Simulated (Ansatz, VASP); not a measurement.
SiC in VASP and in Ansatz

File INCAR:

```
SYSTEM = SiC
PREC = Accurate
ENCUT = 520
EDIFF = 1E-6
ISMEAR = 0
SIGMA = 0.05
LREAL = .False.
LASPH = .True.
NELM = 80
ALGO = Normal
ISIF = 2
LWAVE = .False.
LCHARG = .True.
GGA = PE
LELF = .True.
LVHAR = .True.
NBANDS = 36
```

File KPOINTS:

```
regular mesh
0
Gamma
  12 12 2
  0 0 0
```

The input POSCAR:

```
SiC
1.0
    3.0175641559      0.0000000000      0.0000000000
   -1.5087820780      2.6132872166      0.0000000000
    0.0000000000      0.0000000000     14.8066590531
Si C
6 6
Direct
    0.0000000000      0.0000000000      0.1250424503
    0.0000000000      0.0000000000      0.6250374675
    0.3333333333      0.6666666667      0.2919122018
    0.6666666667      0.3333333333      0.7917223860
    0.3333333333      0.6666666667      0.9583927143
    0.6666666667      0.3333333333      0.4582264355
    0.0000000000      0.0000000000      0.9957901969
    0.0000000000      0.0000000000      0.5035866889
    0.3333333333      0.6666666667      0.1704670362
    0.6666666667      0.3333333333      0.6631920368
    0.3333333333      0.6666666667      0.8370720018
    0.6666666667      0.3333333333      0.3295583838
```

Input for Ansatz:

```yaml
crystal:
  lattice:
    - [3.0175641559, 0.0, 0.0]
    - [-1.508782078, 2.6132872166, 0.0]
    - [0.0, 0.0, 14.8066590531]
  atoms:
    - { symbol: Si, position: [0.0, 0.0, 0.1250424503] }
    - { symbol: Si, position: [0.0, 0.0, 0.6250374675] }
    - { symbol: Si, position: [0.3333333333, 0.6666666667, 0.2919122018] }
    - { symbol: Si, position: [0.6666666667, 0.3333333333, 0.791722386] }
    - { symbol: Si, position: [0.3333333333, 0.6666666667, 0.9583927143] }
    - { symbol: Si, position: [0.6666666667, 0.3333333333, 0.4582264355] }
    - { symbol: C, position: [0.0, 0.0, 0.9957901969] }
    - { symbol: C, position: [0.0, 0.0, 0.5035866889] }
    - { symbol: C, position: [0.3333333333, 0.6666666667, 0.1704670362] }
    - { symbol: C, position: [0.6666666667, 0.3333333333, 0.6631920368] }
    - { symbol: C, position: [0.3333333333, 0.6666666667, 0.8370720018] }
    - { symbol: C, position: [0.6666666667, 0.3333333333, 0.3295583838] }
basis:
  ecutwfc: 520.0
kpoints:
  mp_grid: { grid: [12, 12, 2] }
hamiltonian:
  xc: pbe
  pseudopotentials: { kind: paw, azcp: { folder: soft_1 } }
scf:
  occupations: { method: gaussian, width: 0.05 }
output:
  forces: true
  stress: true
  eigenvalues: true
```

Change from the starting cell: mode 32 frozen in at -0.059 Å, equal normal strain along x, y and z -0.0250.

Alike in both runs: task single point; functional PBE; k mesh 12 × 12 × 2; occupations gaussian, width 0.05 eV; no spin polarisation.

|  | VASP | Ansatz |
| --- | --- | --- |
| version | VASP 6.6.1 | Ansatz 0.2.0 |
| potentials or method | VASP PAW PBE potentials, release 64 (Si, C), cutoff 520 eV | scalar-relativistic, plane waves, PAW |
| valence electrons in the cell | 48 | 48 |

```csv
,VASP,Ansatz,Ansatz less VASP
gap on the k mesh at the Fermi level (eV),1.96,1.96,+0.004
least direct gap on the mesh (eV),3.08,3.08,+0.007
pressure (GPa),19.4,19.5,+0.12
"traceless stress, the component that is largest in VASP (GPa)",0.59,0.59,-0.004
rms of the force components (eV/Å),0.797,0.799,+0.0013
```

Atom by atom the forces differ by 0.003 eV/Å (rms over components).
